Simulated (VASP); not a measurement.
Here is a VASP 6.6.1 calculation.

INCAR

```
SYSTEM = Ba
ALGO = Normal
EDIFF = 1E-7
ENCUT = 520
GGA = CA
ISIF = 2
ISMEAR = 1
LASPH = .TRUE.
LCHARG = .FALSE.
LREAL = .FALSE.
LWAVE = .FALSE.
NBANDS = 11
NELM = 100
PREC = Accurate
SIGMA = 0.03
```

File KPOINTS:

```
k-points
0
G
  9 9 9
  0 0 0
```

The input POSCAR:

```
Ba
1.0
   -2.3789385306      2.3789385306      2.3789385306
    2.3789385306     -2.3789385306      2.3789385306
    2.3789385306      2.3789385306     -2.3789385306
Ba
1
Direct
    0.0000000000      0.0000000000      0.0000000000
```

Potentials or basis: VASP PAW LDA potentials, release 64 (Ba_sv).

Run with:

```console
$ cat potpaw_LDA.64/Ba_sv/POTCAR > POTCAR
$ mpirun -np 1 vasp_std > vasp.out
```

Question: Estimate the pressure.

Answer: 0.1 GPa.

Question: Predict the band gap on the k mesh.

Answer: Zero (band 5 reaches 2.57 eV, above the bottom of band 6 at 1.31 eV).

Caveat: spin-orbit coupling is left out, which moves the levels of the heavy elements.
